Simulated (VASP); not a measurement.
# Ba (Cmcm) in VASP: a series of runs

Aim: see how the results for Ba move with the level of theory and the settings. Levels: PBE, LDA. Tasks: electric field gradients.

All numbers are computed with VASP 6.6.1; they aren't measurements. Logs are shortened: lines on timing, memory, paths and dates and some standing lists are left out, and cuts for length are marked.

## (1) The cell of the first run

Symmetry: Cmcm, No. 63, orthorhombic system. The conventional cell has a = 4.349 Å, b = 7.890 Å, c = 7.330 Å, α = 90.00°, β = 90.00°, γ = 90.00°. Within 5.7 Å of Ba (site symmetry m2m) lie 12 Ba at 4.35 to 4.55 Å.

## (2) Electric field gradients, PBE (functional pbe, volume scaled by 0.96)

Contents of INCAR:

```
SYSTEM = Ba
PREC = Accurate
ENCUT = 520
EDIFF = 1E-8
ISMEAR = -1
SIGMA = 0.03
LREAL = .FALSE.
LASPH = .TRUE.
NELM = 60
ALGO = Normal
ISIF = 2
LWAVE = .FALSE.
LCHARG = .FALSE.
GGA = PE
LEFG = .TRUE.
NBANDS = 17
```

Contents of KPOINTS:

```
regular mesh
0
G
  11 11 6
  0 0 0
```

Contents of POSCAR:

```
Ba
1.0
    2.1745275987     -3.9448117421      0.0000000000
    2.1745275987      3.9448117421      0.0000000000
    0.0000000000      0.0000000000      7.3300901372
Ba
2
Direct
    0.6495962400      0.3504037600      0.2500000000
    0.3504037600      0.6495962400      0.7500000000
```

Potentials or basis: VASP PAW PBE potentials, release 64 (Ba_sv).

Started as:

```sh
$ cat potpaw_PBE.64/Ba_sv/POTCAR > POTCAR
$ mpirun -np 1 vasp_std > vasp.out
```

OUTCAR:

```text
SYSTEM = Ba
   PREC = Accurate
   ENCUT = 520
   EDIFF = 1E-8
   ISMEAR = -1
   LREAL = .FALSE.
   LASPH = .TRUE.
   NELM = 60
   ISIF = 2
   GGA = PE

 ion  position               nearest neighbor table
   1  0.650  0.350  0.250-   2 4.36   2 4.36   2 4.55   2 4.55   2 4.55   2 4.55
   2  0.350  0.650  0.750-   1 4.36   1 4.36   1 4.55   1 4.55   1 4.55   1 4.55

  LATTYP: Found a base centered orthorhombic cell.
 ALAT       =     4.3490551974
 B/A-ratio  =     1.8141005635
 C/A-ratio  =     1.6854442642

  Lattice vectors:

 A1 = (   2.1745275987,  -3.9448117421,   0.0000000000)
 A2 = (   2.1745275987,   3.9448117421,   0.0000000000)
 A3 = (   0.0000000000,   0.0000000000,   7.3300901372)

Analysis of symmetry for initial positions (statically):
=====================================================================
 Subroutine PRICEL returns:
 Original cell was already a primitive cell.

 Routine SETGRP: Setting up the symmetry group for a
 base centered orthorhombic supercell.

 Subroutine GETGRP returns: Found  8 space group operations
 (whereof  4 operations were pure point group operations)
 out of a pool of  8 trial point group operations.

The static configuration has the point symmetry C_2h.
 The point group associated with its full space group is D_2h.

Analysis of symmetry for dynamics (positions and initial velocities):
=====================================================================
 Subroutine PRICEL returns:
 Original cell was already a primitive cell.

 Routine SETGRP: Setting up the symmetry group for a
 base centered orthorhombic supercell.

 Subroutine GETGRP returns: Found  8 space group operations
 (whereof  4 operations were pure point group operations)
 out of a pool of  8 trial point group operations.

The dynamic configuration has the point symmetry C_2h.
 The point group associated with its full space group is D_2h.

 Subroutine INISYM returns: Found  8 space group operations
 (whereof  4 operations are pure point group operations),
 and found     1 'primitive' translations

----------------------------------------------------------------------------------------

                                     Primitive cell

  volume of cell :     125.7565

  direct lattice vectors                    reciprocal lattice vectors
     2.174527599 -3.944811742  0.000000000     0.229934998 -0.126748761  0.000000000
[... 128 lines left out ...]
  ext. energy  EPLUGINS =         0.00000000
  ---------------------------------------------------
  free energy    TOTEN  =        -3.78905545 eV

  energy without entropy =       -3.77984544  energy(sigma->0) =       -3.78445045

 E-fermi :   1.6638     XC(G=0):  -7.4137

 val. band max:        1.6564131790   @ k =   0.3636   0.3636   0.0000
 cond. band min:       1.6663873916   @ k =  -0.4545   0.1818   0.0000
 fundamental gap:      0.0099742126
 Fermi energy:         1.6638469412

 k-point     1 :       0.0000    0.0000    0.0000
  band No.  band energies     occupation
      1     -27.2142      2.00000
      2     -27.1748      2.00000
      3     -12.6243      2.00000
      4     -12.2520      2.00000
      5     -12.1934      2.00000
      6     -12.1720      2.00000
[... 457 lines left out ...]
      4     -12.3483      2.00000
      5     -12.2789      2.00000
      6     -12.2247      2.00000
[... 9 lines left out ...]
     16       4.2175      0.00000
     17       4.2223      0.00000

 [... further k-points ...]

------------------------ aborting loop because EDIFF is reached ----------------------------------------

  FORCE on cell =-STRESS in cart. coord.  units (eV):
  Direction    XX          YY          ZZ          XY          YZ          ZX
  --------------------------------------------------------------------------------------
  -------------------------------------------------------------------------------------
  Total        0.1828061      0.0557411      0.0649650      0.0000000      0.0000000      0.0000000
  in kB        2.3290071      0.7101587      0.8276744      0.0000000      0.0000000      0.0000000
  external PRESSURE =       1.2889467 kB  Pullay stress =       0.0000000 kB

 VOLUME and BASIS-vectors are now :
 -----------------------------------------------------------------------------
  energy-cutoff  :      520.00
  volume of cell :      125.76
      direct lattice vectors                 reciprocal lattice vectors
     2.174527599 -3.944811742  0.000000000     0.229934998 -0.126748761  0.000000000
     2.174527599  3.944811742  0.000000000     0.229934998  0.126748761  0.000000000
     0.000000000  0.000000000  7.330090137     0.000000000  0.000000000  0.136423970

 POSITION                                       TOTAL-FORCE (eV/Angst)
 -----------------------------------------------------------------------------------
      2.17453     -1.18026      1.83252         0.000000     -0.026413     -0.000000
      2.17453      1.18026      5.49757         0.000000      0.026413      0.000000
 -----------------------------------------------------------------------------------
    total drift:                               -0.000000     -0.000000      0.000000

  FREE ENERGIE OF THE ION-ELECTRON SYSTEM (eV)
  ---------------------------------------------------
  free  energy   TOTEN  =        -3.7890554482 eV

  energy  without entropy=       -3.7798454446  energy(sigma->0) =       -3.78445045

 Electric field gradients (V/A^2)
---------------------------------------------------------------------
 ion       V_xx      V_yy      V_zz      V_xy      V_xz      V_yz
---------------------------------------------------------------------
   1       7.039     4.907   -11.946    -0.000     0.000    -0.000
   2       7.039     4.907   -11.946    -0.000    -0.000     0.000
---------------------------------------------------------------------

 Electric field gradients after diagonalization (V/A^2)
 (convention: |V_zz| > |V_xx| > |V_yy|)
----------------------------------------------------------------------
 ion       V_xx      V_yy      V_zz     asymmetry (V_yy - V_xx)/ V_zz
----------------------------------------------------------------------
   1       7.039     4.907   -11.946       0.179
   2       7.039     4.907   -11.946       0.179
----------------------------------------------------------------------

           NMR quadrupolar parameters

 Cq : quadrupolar parameter    Cq=e*Q*V_zz/h
 eta: asymmetry parameters     (V_yy - V_xx)/ V_zz
 Q  : nuclear electric quadrupole moment in mb (millibarn)
----------------------------------------------------------------------
 ion       Cq(MHz)       eta       Q (mb)
----------------------------------------------------------------------
   1      -0.029       0.179       1.000
   2      -0.029       0.179       1.000
----------------------------------------------------------------------
```

It took 7.7 min on 1 thread of Oxide Virtual Turin-like, shared host; peak memory 0.39 GiB.

What came out:

```yaml
Free_energy: -3.7891 eV
Pressure: 0.1 GPa
Largest_force: 0.026 eV/Å
Band_gap_on_the_k_mesh: zero (band 10 reaches 1.83 eV, above the bottom of band 11 at 1.41 eV)
```

Forces in eV/Å, atoms in the order of the input:
```
Ba   0.000 -0.026  0.000
Ba   0.000  0.026  0.000
```

Levels at points of the mesh, in eV from the Fermi level:
| k point | band 6 | band 7 | band 8 | band 9 | band 10 | band 11 | band 12 | band 13 | band 14 | band 15 |
| --- | --- | --- | --- | --- | --- | --- | --- | --- | --- | --- |
| (0.00, 0.00, 0.00) | -13.84 | -13.83 | -13.82 | -2.76 | -0.95 | 1.05 | 1.52 | 1.63 | 2.08 | 2.17 |
| (0.00, 0.00, 0.50) | -13.88 | -13.84 | -13.84 | -1.82 | -1.82 | 1.02 | 1.02 | 1.64 | 1.64 | 1.95 |

Electric field gradients, principal values (V/Å²):
| atom | least | middle | greatest (by size) |
| --- | --- | --- | --- |
| 1 Ba | 4.907 | 7.039 | -11.946 |
| 2 Ba | 4.907 | 7.039 | -11.946 |

Caveat: the cell differs from its parent crystal (functional pbe, volume scaled by 0.96); without QUAD_EFG the Cq values of the log hold for a quadrupole moment of 1 mb, not for the nuclei; spin-orbit coupling is left out, which moves the levels of the heavy elements.

## (3) Electric field gradients, LDA

This run uses another cell than the first one, of 65.50 Å³/atom, 1.042 times its volume.

Contents of INCAR:

```
PREC = Accurate ; ENCUT = 520
EDIFF = 1E-8 ; ISMEAR = -1
SIGMA = 0.03 ; LREAL = F
LASPH = T ; NELM = 60
ALGO = Normal ; ISIF = 2
LWAVE = F ; LCHARG = F
GGA = CA ; LEFG = T
NBANDS = 17
```

Contents of KPOINTS:

```
Automatic mesh
0
Gamma
  11 11 6
```

Contents of POSCAR:

```
Ba
1.0
    2.2043193500     -3.9988569750      0.0000000000
    2.2043193500      3.9988569750      0.0000000000
    0.0000000000      0.0000000000      7.4305148100
Ba
2
Direct
    0.6495962400      0.3504037600      0.2500000000
    0.3504037600      0.6495962400      0.7500000000
```

Potentials or basis: VASP PAW LDA potentials, release 64 (Ba_sv).

Started as:

```sh
$ cat potpaw_LDA.64/Ba_sv/POTCAR > POTCAR
$ mpirun -np 1 vasp_std > vasp.out
```

OUTCAR:

```text
PREC = Accurate
   ENCUT = 520
   EDIFF = 1E-8
   ISMEAR = -1
   LREAL = F
   LASPH = T
   NELM = 60
   ISIF = 2
   GGA = CA

 ion  position               nearest neighbor table
   1  0.650  0.350  0.250-   2 4.42   2 4.42   2 4.61   2 4.61   2 4.61   2 4.61
   2  0.350  0.650  0.750-   1 4.42   1 4.42   1 4.61   1 4.61   1 4.61   1 4.61

  LATTYP: Found a base centered orthorhombic cell.
 ALAT       =     4.4086387000
 B/A-ratio  =     1.8141005635
 C/A-ratio  =     1.6854442642

  Lattice vectors:

 A1 = (   2.2043193500,  -3.9988569750,   0.0000000000)
 A2 = (   2.2043193500,   3.9988569750,   0.0000000000)
 A3 = (   0.0000000000,   0.0000000000,   7.4305148100)

Analysis of symmetry for initial positions (statically):
=====================================================================
 Subroutine PRICEL returns:
 Original cell was already a primitive cell.

 Routine SETGRP: Setting up the symmetry group for a
 base centered orthorhombic supercell.

 Subroutine GETGRP returns: Found  8 space group operations
 (whereof  4 operations were pure point group operations)
 out of a pool of  8 trial point group operations.

The static configuration has the point symmetry C_2h.
 The point group associated with its full space group is D_2h.

Analysis of symmetry for dynamics (positions and initial velocities):
=====================================================================
 Subroutine PRICEL returns:
 Original cell was already a primitive cell.

 Routine SETGRP: Setting up the symmetry group for a
 base centered orthorhombic supercell.

 Subroutine GETGRP returns: Found  8 space group operations
 (whereof  4 operations were pure point group operations)
 out of a pool of  8 trial point group operations.

The dynamic configuration has the point symmetry C_2h.
 The point group associated with its full space group is D_2h.

 Subroutine INISYM returns: Found  8 space group operations
 (whereof  4 operations are pure point group operations),
 and found     1 'primitive' translations

----------------------------------------------------------------------------------------

                                     Primitive cell

  volume of cell :     130.9964

  direct lattice vectors                    reciprocal lattice vectors
     2.204319350 -3.998856975  0.000000000     0.226827388 -0.125035730  0.000000000
     2.204319350  3.998856975  0.000000000     0.226827388  0.125035730  0.000000000
     0.000000000  0.000000000  7.430514810     0.000000000  0.000000000  0.134580177

  length of vectors
     4.566166982  4.566166982  7.430514810     0.259006945  0.259006945  0.134580177

  position of ions in fractional coordinates (direct lattice)
     0.649596240  0.350403760  0.250000000
     0.350403760  0.649596240  0.750000000

  ion indices of the primitive-cell ions
   primitive index   ion index
                 1           1
                 2           2

----------------------------------------------------------------------------------------

 KPOINTS: Automatic mesh

Automatic generation of k-mesh.
 Grid dimensions read from file:
 generate k-points for:   11   11    6
[... 74 lines left out ...]
   PSTRESS=    0.0 pullay stress
   NELECT =      20.0000    total number of electrons
   NUPDOWN=      -1.0000    fix difference up-down
   EMIN   =  10.00;   EMAX   =-10.00  energy-range for DOS
   EFERMI =   0.00;   METHOD = LEGACY
   ISMEAR =    -1;   SIGMA  =   0.03  broadening in eV -4-tet -1-fermi 0-gaus
   EFERMI_NEDOS =   21; number of points for ismear=-14 and -15
   IALGO  =     38    algorithm
   IMIX   =      4    mixing-type and parameters
     AMIX     =   0.40;   BMIX     =  1.00
     AMIX_MAG =   1.60;   BMIX_MAG =  1.00
  volume/ion in A,a.u.               =      65.50       442.00
  Fermi-wavevector in a.u.,A,eV,Ry     =   0.874981  1.653473 10.416498  0.765591
  Thomas-Fermi vector in A             =   1.994588
   LORBIT       =      0    0 simple, 1 ext, 2 COOP (PROOUT), +10 PAW based schemes
   GGA     = CA    functional components
   LHFCALC =     F    Hartree Fock is set to
   AEXX    =    0.0000 exact exchange contribution
   IVDW    =     0    specifies the selected vdW correction
   LEPSILON=     F    determine dielectric tensor
   LRPA    =     F    only Hartree local field effects (RPA)
 non-spin polarized calculation
  energy-cutoff  :      520.00
  volume of cell :      131.00
 maximum number of plane-waves:      3548
 NGX is ok and might be reduce to    36
   NGX = 17   NGY = 17   NGZ = 27

 number of electron      19.9999999 magnetization

 Free energy of the ion-electron system (eV)
  ---------------------------------------------------
  ext. energy  EPLUGINS =         0.00000000
  ---------------------------------------------------
  free energy    TOTEN  =        -4.36460721 eV

  energy without entropy =       -4.35524183  energy(sigma->0) =       -4.35992452

 E-fermi :   1.3233     XC(G=0):  -7.4882

 val. band max:        1.3157222648   @ k =   0.3636   0.0909   0.1667
 cond. band min:       1.3294028561   @ k =   0.4545   0.2727   0.0000
 fundamental gap:      0.0136805913
 Fermi energy:         1.3233372385

 k-point     1 :       0.0000    0.0000    0.0000
  band No.  band energies     occupation
      1     -27.5689      2.00000
      2     -27.5354      2.00000
      3     -12.9646      2.00000
      4     -12.6322      2.00000
      5     -12.5779      2.00000
      6     -12.5599      2.00000
[... 457 lines left out ...]
      4     -12.7176      2.00000
      5     -12.6547      2.00000
      6     -12.6058      2.00000
[... 9 lines left out ...]
     16       3.7491      0.00000
     17       3.7551      0.00000

 [... further k-points ...]

------------------------ aborting loop because EDIFF is reached ----------------------------------------

  FORCE on cell =-STRESS in cart. coord.  units (eV):
  Direction    XX          YY          ZZ          XY          YZ          ZX
  --------------------------------------------------------------------------------------
  -------------------------------------------------------------------------------------
  Total       -1.1142134     -1.2531142     -1.2298989      0.0000000      0.0000000      0.0000000
  in kB      -13.6276098    -15.3264628    -15.0425240      0.0000000      0.0000000      0.0000000
  external PRESSURE =     -14.6655322 kB  Pullay stress =       0.0000000 kB

 VOLUME and BASIS-vectors are now :
 -----------------------------------------------------------------------------
  energy-cutoff  :      520.00
  volume of cell :      131.00
      direct lattice vectors                 reciprocal lattice vectors
     2.204319350 -3.998856975  0.000000000     0.226827388 -0.125035730  0.000000000
     2.204319350  3.998856975  0.000000000     0.226827388  0.125035730  0.000000000
     0.000000000  0.000000000  7.430514810     0.000000000  0.000000000  0.134580177

 POSITION                                       TOTAL-FORCE (eV/Angst)
 -----------------------------------------------------------------------------------
      2.20432     -1.19643      1.85763         0.000000     -0.030895     -0.000000
      2.20432      1.19643      5.57289         0.000000      0.030895      0.000000
 -----------------------------------------------------------------------------------
    total drift:                                0.000000     -0.000000      0.000000

  FREE ENERGIE OF THE ION-ELECTRON SYSTEM (eV)
  ---------------------------------------------------
  free  energy   TOTEN  =        -4.3646072065 eV

  energy  without entropy=       -4.3552418254  energy(sigma->0) =       -4.35992452

 Electric field gradients (V/A^2)
---------------------------------------------------------------------
 ion       V_xx      V_yy      V_zz      V_xy      V_xz      V_yz
---------------------------------------------------------------------
   1       6.166     3.744    -9.910     0.000     0.000    -0.000
   2       6.166     3.744    -9.910    -0.000    -0.000     0.000
---------------------------------------------------------------------

 Electric field gradients after diagonalization (V/A^2)
 (convention: |V_zz| > |V_xx| > |V_yy|)
----------------------------------------------------------------------
 ion       V_xx      V_yy      V_zz     asymmetry (V_yy - V_xx)/ V_zz
----------------------------------------------------------------------
   1       6.166     3.744    -9.910       0.244
   2       6.166     3.744    -9.910       0.244
----------------------------------------------------------------------

           NMR quadrupolar parameters

 Cq : quadrupolar parameter    Cq=e*Q*V_zz/h
 eta: asymmetry parameters     (V_yy - V_xx)/ V_zz
 Q  : nuclear electric quadrupole moment in mb (millibarn)
----------------------------------------------------------------------
 ion       Cq(MHz)       eta       Q (mb)
----------------------------------------------------------------------
   1      -0.024       0.244       1.000
   2      -0.024       0.244       1.000
----------------------------------------------------------------------
```

stdout:

```text
POSCAR found type information on POSCAR Ba
 POSCAR found :  1 types and       2 ions
 scaLAPACK will be used
 LDA part: xc-table for (Slater(with rela. corr.)+CA(PZ))
 , standard interpolation
 POSCAR, INCAR and KPOINTS ok, starting setup
 FFT: planning ... GRIDC
 FFT: planning ... GRID_SOFT
 FFT: planning ... GRID
 WAVECAR not read
 entering main loop
ion   1

ion   2
```

Run time: 7.4 min. Hardware: 1 thread of Oxide Virtual Turin-like, shared host; peak memory 0.36 GiB.

What came out:

- Free energy: -4.3646 eV
- Pressure: -1.5 GPa
- Largest force: 0.031 eV/Å
- Band gap on the k mesh: zero (band 10 reaches 1.46 eV, above the bottom of band 11 at 1.10 eV)

Forces on the atoms (eV/Å):
```
Ba   0.000 -0.031  0.000
Ba   0.000  0.031  0.000
```

Electric field gradients, principal values (V/Å²):
```
atom  least  middle  greatest (by size)
1 Ba  3.744   6.166              -9.910
2 Ba  3.744   6.166              -9.910
```

Caveat: without QUAD_EFG the Cq values of the log hold for a quadrupole moment of 1 mb, not for the nuclei; spin-orbit coupling is left out, which moves the levels of the heavy elements.
